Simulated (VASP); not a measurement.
# PbS (P6_3/mmc) in VASP: further runs, part 3 of 3

VASP 6.6.1.

## Step 4: Relaxation of cell and atoms, PBE

INCAR reads:

```
SYSTEM = PbS
ALGO = Normal ; EDIFF = 1E-6
EDIFFG = -0.04 ; ENCUT = 600
GGA = PE ; IBRION = 2
ISIF = 3 ; ISMEAR = 0
LASPH = .True. ; LCHARG = .False.
LREAL = .False. ; LWAVE = .False.
NELM = 60 ; NSW = 90
PREC = Accurate ; SIGMA = 0.1
```

KPOINTS reads:

```
k-points
0
Gamma
  6 6 4
  0 0 0
```

POSCAR reads:

```
PbS
1.0
    4.3726264300      0.0000000000      0.0000000000
   -2.1863132100      3.7868055700      0.0000000000
    0.0000000000      0.0000000000      5.2627638700
Pb S
2 2
Direct
    0.3333333300      0.6666666700      0.2500000000
    0.6666666700      0.3333333300      0.7500000000
    0.6666666700      0.3333333300      0.2500000000
    0.3333333300      0.6666666700      0.7500000000
```

Potentials or basis: VASP PAW PBE potentials, release 64 (Pb_d, S).

On the command line:

```sh
$ cat potpaw_PBE.64/Pb_d/POTCAR potpaw_PBE.64/S/POTCAR > POTCAR
$ mpirun -np 1 vasp_std > vasp.out
```

OUTCAR:

```text
SYSTEM = PbS
   EDIFF = 1E-6
   EDIFFG = -0.04
   ENCUT = 600
   GGA = PE
   IBRION = 2
   ISIF = 3
   ISMEAR = 0
   LASPH = .True.
   LREAL = .False.
   NELM = 60
   NSW = 90
   PREC = Accurate

 ion  position               nearest neighbor table
   1  0.333  0.667  0.250-   3 2.52   3 2.52   3 2.52   4 2.63   4 2.63   2 3.65   2 3.65   2 3.65
                             2 3.65   2 3.65   2 3.65
   2  0.667  0.333  0.750-   4 2.52   4 2.52   4 2.52   3 2.63   3 2.63   1 3.65   1 3.65   1 3.65
                             1 3.65   1 3.65   1 3.65
   3  0.667  0.333  0.250-   1 2.52   1 2.52   1 2.52   2 2.63   2 2.63
   4  0.333  0.667  0.750-   2 2.52   2 2.52   2 2.52   1 2.63   1 2.63

  LATTYP: Found a hexagonal cell.
 ALAT       =     4.3726264300
 C/A-ratio  =     1.2035704294

  Lattice vectors:

 A1 = (   4.3726264300,   0.0000000000,   0.0000000000)
 A2 = (  -2.1863132100,   3.7868055700,   0.0000000000)
 A3 = (   0.0000000000,   0.0000000000,   5.2627638700)

Analysis of symmetry for initial positions (statically):
=====================================================================
 Subroutine PRICEL returns:
 Original cell was already a primitive cell.

 Routine SETGRP: Setting up the symmetry group for a
 hexagonal supercell.

 Subroutine GETGRP returns: Found 24 space group operations
 (whereof 12 operations were pure point group operations)
 out of a pool of 24 trial point group operations.

The static configuration has the point symmetry D_3d.
 The point group associated with its full space group is D_6h.

Analysis of symmetry for dynamics (positions and initial velocities):
=====================================================================
 Subroutine PRICEL returns:
 Original cell was already a primitive cell.

 Routine SETGRP: Setting up the symmetry group for a
 hexagonal supercell.

 Subroutine GETGRP returns: Found 24 space group operations
 (whereof 12 operations were pure point group operations)
 out of a pool of 24 trial point group operations.

The dynamic configuration has the point symmetry D_3d.
 The point group associated with its full space group is D_6h.

 Subroutine INISYM returns: Found 24 space group operations
 (whereof 12 operations are pure point group operations),
 and found     1 'primitive' translations

----------------------------------------------------------------------------------------

                                     Primitive cell

  volume of cell :      87.1423

  direct lattice vectors                    reciprocal lattice vectors
     4.372626430  0.000000000  0.000000000     0.228695503  0.132037410  0.000000000
    -2.186313210  3.786805570  0.000000000     0.000000000  0.264074820  0.000000000
     0.000000000  0.000000000  5.262763870     0.000000000  0.000000000  0.190014225

  length of vectors
     4.372626430  4.372626428  5.262763870     0.264074820  0.264074820  0.190014225

  position of ions in fractional coordinates (direct lattice)
     0.333333330  0.666666670  0.250000000
     0.666666670  0.333333330  0.750000000
     0.666666670  0.333333330  0.250000000
     0.333333330  0.666666670  0.750000000

  ion indices of the primitive-cell ions
   primitive index   ion index
                 1           1
                 2           2
                 3           3
                 4           4

----------------------------------------------------------------------------------------

 KPOINTS: k-points

Automatic generation of k-mesh.
 Grid dimensions read from file:
 generate k-points for:    6    6    4

 Generating k-lattice:

  Cartesian coordinates                     Fractional coordinates (reciprocal lattice)
     0.038115917  0.022006235  0.000000000     0.166666667  0.000000000  0.000000000
     0.000000000  0.044012470  0.000000000     0.000000000  0.166666667  0.000000000
     0.000000000  0.000000000  0.047503556     0.000000000  0.000000000  0.250000000

  Length of vectors
     0.044012470  0.044012470  0.047503556

  Shift w.r.t. Gamma in fractional coordinates (k-lattice)
     0.000000000  0.000000000  0.000000000

 Subroutine IBZKPT returns following result:
 ===========================================

 Found     21 irreducible k-points:

 Following reciprocal coordinates:
            Coordinates               Weight
  0.000000  0.000000  0.000000      1.000000
  0.166667 -0.000000  0.000000      6.000000
  0.333333 -0.000000  0.000000      6.000000
  0.500000 -0.000000  0.000000      3.000000
  0.166667  0.166667  0.000000      6.000000
  0.333333  0.166667  0.000000     12.000000
[... 13 lines left out ...]
  0.333333  0.166667  0.500000     12.000000
  0.333333  0.333333  0.500000      2.000000
   k-points           NKPTS =     21   k-points in BZ     NKDIM =     21   number of bands    NBANDS=     24
   number of dos      NEDOS =    301   number of ions     NIONS =      4
   total plane-waves  NPLWV =  54432
   dimension x,y,z NGX =    36 NGY =   36 NGZ =   42
   dimension x,y,z NGXF=    72 NGYF=   72 NGZF=   84
   ions per type =               2   2
   NGX,Y,Z   is equivalent  to a cutoff of  13.69, 13.69, 13.27 a.u.
   NGXF,Y,Z  is equivalent  to a cutoff of  27.37, 27.37, 26.53 a.u.
 SYSTEM =  PbS
   PREC   = accura    normal or accurate (medium, high low for compatibility)
   ISTART =      0    job   : 0-new  1-cont  2-samecut
   ICHARG =      2    charge: 1-file 2-atom 10-const
   ISPIN  =      1    spin polarized calculation?
   LNONCOLLINEAR =      F non collinear calculations
   LSORBIT =      F    spin-orbit coupling
   LASPH  =      T    aspherical Exc in radial PAW
   ENCUT  =  600.0 eV  44.10 Ry    6.64 a.u.   8.73  8.73 10.51*2*pi/ulx,y,z
   NELM   =     60;   NELMIN=  2; NELMDL= -5     # of ELM steps
   EDIFF  = 0.1E-05   stopping-criterion for ELM
   LREAL  =      F    real-space projection
   EDIFFG = -.4E-01   stopping-criterion for IOM
   NSW    =     90    number of steps for IOM
   IBRION =      2    ionic relax: 0-MD 1-quasi-New 2-CG
   NFREE  =      1    steps in history (QN), initial steepest desc. (CG)
   ISIF   =      3    stress and relaxation
   ISYM   =      2    0-nonsym 1-usesym 2-fastsym
   POTIM  = 0.5000    time-step for ionic-motion
   TEBEG  =    0.0;   TEEND  =   0.0 temperature during run
   PSTRESS=    0.0 pullay stress
   NELECT =      40.0000    total number of electrons
   NUPDOWN=      -1.0000    fix difference up-down
   EMIN   =  10.00;   EMAX   =-10.00  energy-range for DOS
   EFERMI =   0.00;   METHOD = LEGACY
   ISMEAR =     0;   SIGMA  =   0.10  broadening in eV -4-tet -1-fermi 0-gaus
   EFERMI_NEDOS =   21; number of points for ismear=-14 and -15
   IALGO  =     38    algorithm
   IMIX   =      4    mixing-type and parameters
     AMIX     =   0.40;   BMIX     =  1.00
     AMIX_MAG =   1.60;   BMIX_MAG =  1.00
  volume/ion in A,a.u.               =      21.79       147.02
  Fermi-wavevector in a.u.,A,eV,Ry     =   1.262850  2.386440 21.698434  1.594790
  Thomas-Fermi vector in A             =   2.396237
   LORBIT       =      0    0 simple, 1 ext, 2 COOP (PROOUT), +10 PAW based schemes
   GGA     = PE    functional components
   LHFCALC =     F    Hartree Fock is set to
   AEXX    =    0.0000 exact exchange contribution
   IVDW    =     0    specifies the selected vdW correction
   LEPSILON=     F    determine dielectric tensor
   LRPA    =     F    only Hartree local field effects (RPA)
 conjugate gradient relaxation of ions
 non-spin polarized calculation
 Gauss-broadening in eV      SIGMA  =   0.10
  energy-cutoff  :      600.00
  volume of cell :       87.14
 maximum number of plane-waves:      2920
 NGX is ok and might be reduce to    36

--------------------------------------- Ionic step        1  -------------------------------------------

 number of electron      39.9999997 magnetization

 Free energy of the ion-electron system (eV)
  ---------------------------------------------------
  ext. energy  EPLUGINS =         0.00000000
  ---------------------------------------------------
  free energy    TOTEN  =       -13.27181325 eV

  energy without entropy =      -13.26534493  energy(sigma->0) =      -13.26857909

 E-fermi :   9.2962     XC(G=0): -10.2963

 val. band max:        8.5065567512   @ k =   0.3333   0.1667   0.5000
 cond. band min:       9.3515681221   @ k =   0.1667  -0.0000   0.0000
 fundamental gap:      0.8450113709
 Fermi energy:         9.2961831119

 k-point     1 :       0.0000    0.0000    0.0000
  band No.  band energies     occupation
      1      -9.4887      2.00000
      2      -8.8470      2.00000
      3      -8.8470      2.00000
      4      -8.8447      2.00000
      5      -8.8447      2.00000
      6      -8.7818      2.00000
[... 705 lines left out ...]
  energy  without entropy=      -17.2104698933  energy(sigma->0) =      -17.21046989

--------------------------------------- Ionic step        5  -------------------------------------------

 number of electron      40.0000007 magnetization

 Free energy of the ion-electron system (eV)
  ---------------------------------------------------
  ext. energy  EPLUGINS =         0.00000000
  ---------------------------------------------------
  free energy    TOTEN  =       -17.21566582 eV

  energy without entropy =      -17.21566582  energy(sigma->0) =      -17.21566582

 E-fermi :   4.0089     XC(G=0):  -8.3261

 val. band max:        3.5241053053   @ k =   0.3333   0.3333   0.5000
 cond. band min:       4.9607169280   @ k =   0.3333   0.3333   0.5000
 fundamental gap:      1.4366116227
 Fermi energy:         4.0088685240

 k-point     1 :       0.0000    0.0000    0.0000
  band No.  band energies     occupation
      1     -13.2003      2.00000
      2     -13.1170      2.00000
      3     -13.1170      2.00000
      4     -13.1153      2.00000
      5     -13.1153      2.00000
      6     -13.1148      2.00000
[... 587 lines left out ...]
  FREE ENERGIE OF THE ION-ELECTRON SYSTEM (eV)
  ---------------------------------------------------
  free  energy   TOTEN  =       -17.2156658186 eV

  energy  without entropy=      -17.2156658186  energy(sigma->0) =      -17.21566582

 reached required accuracy - stopping structural energy minimisation
```

It took 73 s on 1 thread of Intel Xeon 6975P-C (Granite Rapids), shared host; peak memory 0.25 GiB.

Results:

```
Free energy                            : -17.2157 eV
Relaxed volume                         : 32.97 Å³/atom
Relaxed cell                           : a = 5.018 Å, b = 5.018 Å, c = 6.049 Å, α = 90.00°, β = 90.00°, γ = 120.00°
Space group after relaxing (to 0.05 Å) : P6_3/mmc (No. 194)
Energy gained by relaxing              : 986.0 meV/atom
Ionic steps                            : 5
Pressure after relaxing                : 0.0 GPa
Band gap on the k mesh                 : 1.44 eV, direct
```

Step by step:
| step | energy change (eV) | largest force (eV/Å) | pressure (GPa) | volume (Å³) |
| --- | --- | --- | --- | --- |
| 1 | 0.0000 | 0.0000 | 39.61 | 87.14 |
| 2 | -2.8784 | 0.0000 | -6.30 | 174.22 |
| 3 | -3.9394 | 0.0000 | 0.06 | 131.78 |
| 4 | -3.9387 | 0.0000 | -0.25 | 132.80 |
| 5 | -3.9439 | 0.0000 | 0.02 | 131.89 |

Final structure:
```yaml
crystal:
  lattice:
    - [5.01755, 0.00000, 0.00000]
    - [-2.50878, 4.34533, 0.00000]
    - [0.00000, 0.00000, 6.04930]
  atoms:
    - { symbol: Pb, position: [0.33333, 0.66667, 0.25000] }
    - { symbol: Pb, position: [0.66667, 0.33333, 0.75000] }
    - { symbol: S, position: [0.66667, 0.33333, 0.25000] }
    - { symbol: S, position: [0.33333, 0.66667, 0.75000] }
```

Caveat: the volume moved by over 15 % at a fixed basis, so the end points are rough; spin-orbit coupling is left out, which moves the levels of the heavy elements.

## Step 5: Single point, PBE

This run uses another cell than the first one: it holds 8 atoms, not 4.

INCAR reads:

```
SYSTEM = PbS
  ALGO = Normal
  EDIFF = 1E-6
  ENCUT = 520
  GGA = PE
  ISIF = 2
  ISMEAR = 0
  LASPH = .True.
  LCHARG = .False.
  LREAL = .False.
  LWAVE = .False.
  NBANDS = 50
  NELM = 60
  PREC = Accurate
  SIGMA = 0.1
```

KPOINTS reads:

```
k-points
0
Gamma
  4 2 2
  0 0 0
```

POSCAR reads:

```
PbS
1.0
   -2.5154671293      4.3569168728      0.0000000000
    0.0000000000      0.0000000000      6.0231295362
    7.5464013880      4.3569168727      0.0000000000
Pb S
4 4
Direct
    0.5000000000      0.2500000000      0.1666666667
    1.0000000000      0.2500000000      0.6666666667
    0.0000000000      0.7500000000      0.3333333333
    0.5000000000      0.7500000000      0.8333333333
    0.0000000000      0.2500000000      0.3333333333
    0.5000000000      0.2500000000      0.8333333333
    0.5000000000      0.7500000000      0.1666666667
    1.0000000000      0.7500000000      0.6666666667
```

On the command line:

```sh
$ cat potpaw_PBE.64/Pb_d/POTCAR potpaw_PBE.64/S/POTCAR > POTCAR
$ mpirun -np 1 vasp_std > vasp.out
```

It took 86 s on 1 thread of Intel Xeon 6975P-C (Granite Rapids), shared host; peak memory 0.4 GiB.

The run converged. Its results:

* Free energy: -33.7504 eV
* Pressure: 0.8 GPa
* Largest force: 0.008 eV/Å
* Band gap on the k mesh: 1.54 eV

Forces on the atoms (eV/Å):
```
Pb   0.007  0.004  0.000
Pb   0.007  0.004  0.000
Pb  -0.007 -0.004  0.000
Pb  -0.007 -0.004  0.000
S   -0.003 -0.001  0.000
S   -0.003 -0.001  0.000
S    0.003  0.001  0.000
S    0.003  0.001  0.000
```

Stress tensor (GPa, compression positive):
```
-0.67 -0.02  0.00
-0.02 -0.65  0.00
 0.00  0.00  3.59
```

Levels at points of the mesh, in eV from the valence-band top:
| k point | band 37 | band 38 | band 39 | band 40 | band 41 | band 42 | band 43 | band 44 |
| --- | --- | --- | --- | --- | --- | --- | --- | --- |
| (0.00, 0.00, 0.00) | -1.71 | -1.69 | -1.69 | -0.59 | 2.13 | 2.13 | 3.04 | 3.18 |
| (0.50, 0.00, 0.00) | -1.11 | -1.11 | -0.40 | -0.40 | 2.30 | 2.30 | 3.17 | 3.17 |
| (0.00, 0.50, 0.00) | -1.15 | -1.15 | -0.51 | -0.51 | 1.71 | 1.71 | 2.43 | 2.43 |
| (0.50, 0.50, 0.00) | -0.18 | -0.18 | -0.18 | -0.18 | 1.58 | 1.58 | 1.58 | 1.58 |
| (0.00, 0.00, 0.50) | -1.87 | -1.87 | -1.05 | -1.05 | 1.93 | 1.93 | 3.09 | 3.09 |
| (0.50, 0.00, 0.50) | -1.93 | -1.93 | -0.59 | -0.59 | 3.04 | 3.04 | 3.18 | 3.18 |
| (0.00, 0.50, 0.50) | -0.79 | -0.79 | -0.79 | -0.79 | 1.85 | 1.85 | 1.85 | 1.85 |
| (0.50, 0.50, 0.50) | -0.51 | -0.51 | -0.51 | -0.51 | 1.71 | 1.71 | 1.71 | 1.71 |

Caveat: the k points lie up to 0.52 Å⁻¹ apart; spin-orbit coupling is left out, which moves the levels of the heavy elements. A k mesh can miss the band edges.

## Step 6: Summary

```csv
task,cell,k mesh,cutoff (eV),gap on the mesh (eV),pressure (GPa)
single point,"a = 4.373, b = 4.373, c = 5.263 Å, angles 90.0, 90.0, 120.0°, 4 atoms",6 × 6 × 4,520,none,39.5
single point,"a = 5.010, b = 5.010, c = 6.021 Å, angles 90.0, 90.0, 120.0°, 4 atoms",6 × 6 × 4,520,1.43,0.3
relaxation of cell and atoms,"relaxed from a = 4.373, b = 4.373, c = 5.263 Å, angles 90.0, 90.0, 120.0°, 4 atoms",6 × 6 × 4,600,1.44,0.0
single point,"a = 5.031, b = 6.023, c = 8.714 Å, 8 atoms",4 × 2 × 2,520,1.54,0.8
```

Alike in all rows: level PBE; potentials or basis VASP PAW PBE potentials, release 64 (Pb_d, S); no spin polarisation; smearing gaussian 0.1 eV.

Caveats: some runs use coarse meshes; spin-orbit coupling is left out, which moves the levels of the heavy elements; the volume moved by over 15 % at a fixed basis, so the end points are rough (some runs).

Absolute energies hang on the potentials; compare differences alone.
